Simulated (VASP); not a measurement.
# HC12 (a cell with a defect) in VASP: further runs

The runs below take HC12 (a cell with a defect) through single point, with LDA.

All numbers are computed with VASP 6.6.1; they aren't measurements. Logs are shortened: lines on timing, memory, paths and dates and some standing lists are left out, and cuts for length are marked.

## Step 1: The cell of the first run

The cell holds a defect, 13 atoms: a = 4.325 Å, b = 4.325 Å, c = 4.325 Å, α = 80.41°, β = 70.53°, γ = 60.00°.

## Step 2: Single point, LDA

INCAR

```
SYSTEM = HC12
ALGO = Normal ; EDIFF = 1E-7
ENCUT = 520 ; GGA = CA
ISIF = 2 ; ISMEAR = 0
LASPH = .True. ; LCHARG = .False.
LREAL = .False. ; LWAVE = .False.
NBANDS = 36 ; NELECT = 48.0
NELM = 100 ; PREC = Accurate
SIGMA = 0.05
```

KPOINTS

```
k-points
0
Gamma
  6 6 6
  0 0 0
```

POSCAR

```
HC12
1.0
    1.7657489870     -3.5314979740     -1.7657489870
    3.5314979740     -1.7657489870      1.7657489870
   -1.7657489870     -3.5314979740      1.7657489870
C H
12 1
Direct
    0.2500000000      1.0000000000      0.2500000000
    0.0833333333      0.3333333333      0.7500000000
    0.9166666667      0.6666666667      0.2500000000
    0.7500000000      1.0000000000      0.7500000000
    0.5833333333      0.3333333333      0.2500000000
    0.4166666667      0.6666666667      0.7500000000
    0.9583333333      0.3333333333      0.1250000000
    0.7916666667      0.6666666667      0.6250000000
    0.6250000000      1.0000000000      0.1250000000
    0.4583333333      0.3333333333      0.6250000000
    0.2916666667      0.6666666667      0.1250000000
    0.1250000000      1.0000000000      0.6250000000
    1.2361111111      0.5277777778      0.2083333333
```

Potentials or basis: VASP PAW LDA potentials, release 64 (C, H).

Command:

```
$ cat potpaw_LDA.64/C/POTCAR potpaw_LDA.64/H/POTCAR > POTCAR
$ mpirun -np 1 vasp_std > vasp.out
```

OUTCAR:

```text
SYSTEM = HC12
   EDIFF = 1E-7
   ENCUT = 520
   GGA = CA
   ISIF = 2
   ISMEAR = 0
   LASPH = .True.
   LREAL = .False.
   NELECT = 48.0
   NELM = 100
   PREC = Accurate

 ion  position               nearest neighbor table
   1  0.250  0.000  0.250-  11 1.53   9 1.53   7 1.53  12 1.53
   2  0.083  0.333  0.750-  12 1.53   8 1.53  10 1.53   7 1.53
   3  0.917  0.667  0.250-  13 1.16   9 1.53  11 1.53   8 1.53   7 1.53
   4  0.750  0.000  0.750-   8 1.53   9 1.53  10 1.53  12 1.53
   5  0.583  0.333  0.250-  13 1.36   9 1.53  10 1.53  11 1.53   7 1.53
   6  0.417  0.667  0.750-   8 1.53  11 1.53  12 1.53  10 1.53
   7  0.958  0.333  0.125-   1 1.53   2 1.53   5 1.53   3 1.53
   8  0.792  0.667  0.625-   4 1.53   3 1.53   2 1.53   6 1.53
   9  0.625  0.000  0.125-   5 1.53   3 1.53   4 1.53   1 1.53
  10  0.458  0.333  0.625-   2 1.53   4 1.53   5 1.53   6 1.53
  11  0.292  0.667  0.125-  13 0.75   1 1.53   5 1.53   6 1.53   3 1.53
  12  0.125  0.000  0.625-   2 1.53   1 1.53   4 1.53   6 1.53
  13  0.236  0.528  0.208-  11 0.75   3 1.16   5 1.36

  LATTYP: Found a base centered monoclinic cell.
 ALAT       =     4.3251840320
 B/A-ratio  =     1.7320508076
 C/A-ratio  =     1.0000000000
 COS(beta)  =    -0.3333333333

  Lattice vectors:

 A1 = (   1.7657489870,   1.7657489870,   3.5314979740)
 A2 = (  -3.5314979740,   1.7657489870,  -1.7657489870)
 A3 = (  -1.7657489870,  -3.5314979740,   1.7657489870)

Analysis of symmetry for initial positions (statically):
=====================================================================
 Subroutine PRICEL returns:
 Original cell was already a primitive cell.

 Routine SETGRP: Setting up the symmetry group for a
 base centered monoclinic supercell.

 Subroutine GETGRP returns: Found  1 space group operations
 (whereof  1 operations were pure point group operations)
 out of a pool of  4 trial point group operations.

The static configuration has the point symmetry C_1 .

Analysis of symmetry for dynamics (positions and initial velocities):
=====================================================================
 Subroutine PRICEL returns:
 Original cell was already a primitive cell.

 Routine SETGRP: Setting up the symmetry group for a
 base centered monoclinic supercell.

 Subroutine GETGRP returns: Found  1 space group operations
 (whereof  1 operations were pure point group operations)
 out of a pool of  4 trial point group operations.

The dynamic configuration has the point symmetry C_1 .

 Subroutine INISYM returns: Found  1 space group operations
 (whereof  1 operations are pure point group operations),
 and found     1 'primitive' translations

----------------------------------------------------------------------------------------

                                     Primitive cell

  volume of cell :      66.0645

  direct lattice vectors                    reciprocal lattice vectors
     1.765748987 -3.531497974 -1.765748987     0.047194326 -0.141582978 -0.235971630
     3.531497974 -1.765748987  1.765748987     0.188777304  0.000000000  0.188777304
    -1.765748987 -3.531497974  1.765748987    -0.141582978 -0.141582978  0.141582978

  length of vectors
     4.325184032  4.325184032  4.325184032     0.279205398  0.266971424  0.245228911

  position of ions in fractional coordinates (direct lattice)
     0.250000000  0.000000000  0.250000000
     0.083333333  0.333333333  0.750000000
     0.916666667  0.666666667  0.250000000
     0.750000000  0.000000000  0.750000000
     0.583333333  0.333333333  0.250000000
     0.416666667  0.666666667  0.750000000
     0.958333333  0.333333333  0.125000000
     0.791666667  0.666666667  0.625000000
     0.625000000  0.000000000  0.125000000
     0.458333333  0.333333333  0.625000000
     0.291666667  0.666666667  0.125000000
     0.125000000  0.000000000  0.625000000
     0.236111111  0.527777778  0.208333333

  ion indices of the primitive-cell ions
   primitive index   ion index
                 1           1
                 2           2
                 3           3
                 4           4
                 5           5
                 6           6
                 7           7
                 8           8
                 9           9
                10          10
                11          11
                12          12
                13          13

----------------------------------------------------------------------------------------

 KPOINTS: k-points

Automatic generation of k-mesh.
 Grid dimensions read from file:
 generate k-points for:    6    6    6

 Generating k-lattice:

  Cartesian coordinates                     Fractional coordinates (reciprocal lattice)
     0.007865721 -0.023597163 -0.039328605     0.166666667 -0.000000000 -0.000000000
     0.031462884  0.000000000  0.031462884     0.000000000  0.166666667  0.000000000
    -0.023597163 -0.023597163  0.023597163     0.000000000  0.000000000  0.166666667

  Length of vectors
     0.046534233  0.044495237  0.040871485

  Shift w.r.t. Gamma in fractional coordinates (k-lattice)
     0.000000000  0.000000000  0.000000000

 Subroutine IBZKPT returns following result:
 ===========================================

 Found    112 irreducible k-points:

 Following reciprocal coordinates:
            Coordinates               Weight
  0.000000  0.000000  0.000000      1.000000
  0.166667  0.000000  0.000000      2.000000
 -0.166667 -0.166667 -0.000000      2.000000
  0.333333 -0.000000  0.000000      2.000000
 -0.333333 -0.333333 -0.000000      2.000000
  0.500000 -0.000000  0.000000      1.000000
[... 16 lines left out ...]
 -0.166667 -0.166667 -0.166667      2.000000
  0.333333 -0.000000  0.166667      2.000000
 [... further k-points ...]
   k-points           NKPTS =    112   k-points in BZ     NKDIM =    112   number of bands    NBANDS=     36
   number of dos      NEDOS =    301   number of ions     NIONS =     13
   total plane-waves  NPLWV =  32768
   dimension x,y,z NGX =    32 NGY =   32 NGZ =   32
   dimension x,y,z NGXF=    64 NGYF=   64 NGZF=   64
   ions per type =              12   1
   NGX,Y,Z   is equivalent  to a cutoff of  12.30, 12.30, 12.30 a.u.
   NGXF,Y,Z  is equivalent  to a cutoff of  24.60, 24.60, 24.60 a.u.
 SYSTEM =  HC12
   PREC   = accura    normal or accurate (medium, high low for compatibility)
   ISTART =      0    job   : 0-new  1-cont  2-samecut
   ICHARG =      2    charge: 1-file 2-atom 10-const
   ISPIN  =      1    spin polarized calculation?
   LNONCOLLINEAR =      F non collinear calculations
   LSORBIT =      F    spin-orbit coupling
   LASPH  =      T    aspherical Exc in radial PAW
   ENCUT  =  520.0 eV  38.22 Ry    6.18 a.u.   8.04  8.04  8.04*2*pi/ulx,y,z
   NELM   =    100;   NELMIN=  2; NELMDL= -5     # of ELM steps
   EDIFF  = 0.1E-06   stopping-criterion for ELM
   LREAL  =      F    real-space projection
   EDIFFG = 0.1E-05   stopping-criterion for IOM
   NSW    =      0    number of steps for IOM
   IBRION =     -1    ionic relax: 0-MD 1-quasi-New 2-CG
   NFREE  =      0    steps in history (QN), initial steepest desc. (CG)
   ISIF   =      2    stress and relaxation
   ISYM   =      2    0-nonsym 1-usesym 2-fastsym
   POTIM  = 0.5000    time-step for ionic-motion
   TEBEG  =    0.0;   TEEND  =   0.0 temperature during run
   PSTRESS=    0.0 pullay stress
   NELECT =      48.0000    total number of electrons
   NUPDOWN=      -1.0000    fix difference up-down
   EMIN   =  10.00;   EMAX   =-10.00  energy-range for DOS
   EFERMI =   0.00;   METHOD = LEGACY
   ISMEAR =     0;   SIGMA  =   0.05  broadening in eV -4-tet -1-fermi 0-gaus
   EFERMI_NEDOS =   21; number of points for ismear=-14 and -15
   IALGO  =     38    algorithm
   IMIX   =      4    mixing-type and parameters
     AMIX     =   0.40;   BMIX     =  1.00
     AMIX_MAG =   1.60;   BMIX_MAG =  1.00
  volume/ion in A,a.u.               =       5.08        34.29
  Fermi-wavevector in a.u.,A,eV,Ry     =   1.471745  2.781195 29.470667  2.166033
  Thomas-Fermi vector in A             =   2.586844
   LORBIT       =      0    0 simple, 1 ext, 2 COOP (PROOUT), +10 PAW based schemes
   GGA     = CA    functional components
   LHFCALC =     F    Hartree Fock is set to
   AEXX    =    0.0000 exact exchange contribution
   IVDW    =     0    specifies the selected vdW correction
   LEPSILON=     F    determine dielectric tensor
   LRPA    =     F    only Hartree local field effects (RPA)
 non-spin polarized calculation
 Gauss-broadening in eV      SIGMA  =   0.05
  energy-cutoff  :      520.00
  volume of cell :       66.06
 maximum number of plane-waves:      1807
   NGX = 17   NGY = 17   NGZ = 17

 number of electron      47.9999999 magnetization

 Free energy of the ion-electron system (eV)
  ---------------------------------------------------
  ext. energy  EPLUGINS =         0.00000000
  ---------------------------------------------------
  free energy    TOTEN  =      -126.84422450 eV

  energy without entropy =     -126.84422450  energy(sigma->0) =     -126.84422450

 E-fermi :  10.6384     XC(G=0): -13.6272

 val. band max:       10.3196957690   @ k =   0.0000   0.0000   0.0000
 cond. band min:      13.6055367339   @ k =   0.5000  -0.0000   0.5000
 fundamental gap:      3.2858409648
 Fermi energy:        10.6384118989

 k-point     1 :       0.0000    0.0000    0.0000
  band No.  band energies     occupation
      1     -12.8461      2.00000
      2      -8.1620      2.00000
      3      -4.7570      2.00000
      4      -4.1331      2.00000
      5      -3.7066      2.00000
      6      -3.4807      2.00000
[... 28 lines left out ...]
     35      20.2222      0.00000
     36      20.7303      0.00000

 k-point     2 :       0.1667    0.0000    0.0000
  band No.  band energies     occupation
      1     -12.6728      2.00000
      2      -8.3253      2.00000
      3      -5.4240      2.00000
      4      -4.8913      2.00000
      5      -4.1879      2.00000
      6      -3.4866      2.00000
[... 850 lines left out ...]
 k-point    24 :       0.3333   -0.0000    0.1667
  band No.  band energies     occupation
      1     -12.2554      2.00000
      2      -8.6366      2.00000
      3      -6.2440      2.00000
      4      -5.1658      2.00000
      5      -4.9530      2.00000
      6      -4.3222      2.00000
[... 28 lines left out ...]
     35      19.7706      0.00000
     36      20.5539      0.00000

 [... further k-points ...]
[... 5 lines left out ...]
  --------------------------------------------------------------------------------------
  -------------------------------------------------------------------------------------
  Total       13.9645450     -6.7504534     -7.3929622     -5.4286421      3.5352536     -0.4148726
  in kB      338.6641515   -163.7100662   -179.2920043   -131.6538765     85.7359598    -10.0613727
  external PRESSURE =      -1.4459730 kB  Pullay stress =       0.0000000 kB

 VOLUME and BASIS-vectors are now :
 -----------------------------------------------------------------------------
  energy-cutoff  :      520.00
  volume of cell :       66.06
      direct lattice vectors                 reciprocal lattice vectors
     1.765748987 -3.531497974 -1.765748987     0.047194326 -0.141582978 -0.235971630
     3.531497974 -1.765748987  1.765748987     0.188777304  0.000000000  0.188777304
    -1.765748987 -3.531497974  1.765748987    -0.141582978 -0.141582978  0.141582978

 POSITION                                       TOTAL-FORCE (eV/Angst)
 -----------------------------------------------------------------------------------
      0.00000     -1.76575      0.00000        -1.013452     -0.531485      0.560204
     -0.00000     -3.53150      1.76575         0.077519      0.166921     -0.165735
      3.53150     -5.29725     -0.00000        -1.950111      3.749373      4.678119
      0.00000     -5.29725      0.00000         0.296197      0.169285     -0.288050
      1.76575     -3.53150      0.00000        -1.067142     -2.748226     -1.903380
      1.76575     -5.29725      1.76575         0.168984      0.679621     -0.424574
      2.64862     -4.41437     -0.88287         0.336365      0.734462     -0.401151
      2.64862     -6.18012      0.88287        -0.213093     -0.661351      0.291359
      0.88287     -2.64862     -0.88287         0.616967      0.352925     -0.702298
      0.88287     -4.41437      0.88287        -0.150110     -0.120845      0.338026
      2.64862     -2.64862      0.88287        37.196345     -7.221117     -0.966368
     -0.88287     -2.64862      0.88287        -0.243039     -0.197288      0.280071
      1.91289     -2.50148      0.88287       -34.055428      5.627725     -1.296223
 -----------------------------------------------------------------------------------
    total drift:                               -0.000003      0.000064     -0.000098

  FREE ENERGIE OF THE ION-ELECTRON SYSTEM (eV)
  ---------------------------------------------------
  free  energy   TOTEN  =      -126.8442244963 eV

  energy  without entropy=     -126.8442244963  energy(sigma->0) =     -126.84422450
```

Run time: 5.1 min. Hardware: 1 thread of Intel Xeon 8259CL, shared host; peak memory 0.28 GiB.

Results:

```
Free energy   : -126.8442 eV
Largest force : 37.903 eV/Å
```

Forces on the atoms (eV/Å):
```
C    -1.013  -0.531   0.560
C     0.078   0.167  -0.166
C    -1.950   3.749   4.678
C     0.296   0.169  -0.288
C    -1.067  -2.748  -1.903
C     0.169   0.680  -0.425
C     0.336   0.734  -0.401
C    -0.213  -0.661   0.291
C     0.617   0.353  -0.702
C    -0.150  -0.121   0.338
C    37.196  -7.221  -0.966
C    -0.243  -0.197   0.280
H   -34.055   5.628  -1.296
```

Caveat: the cell carries a net charge on a neutralising background, which shifts energy and pressure; the cell is charged against a uniform background, so pressure and absolute levels hang on convention.

(Part 1 of 2 ends here.)
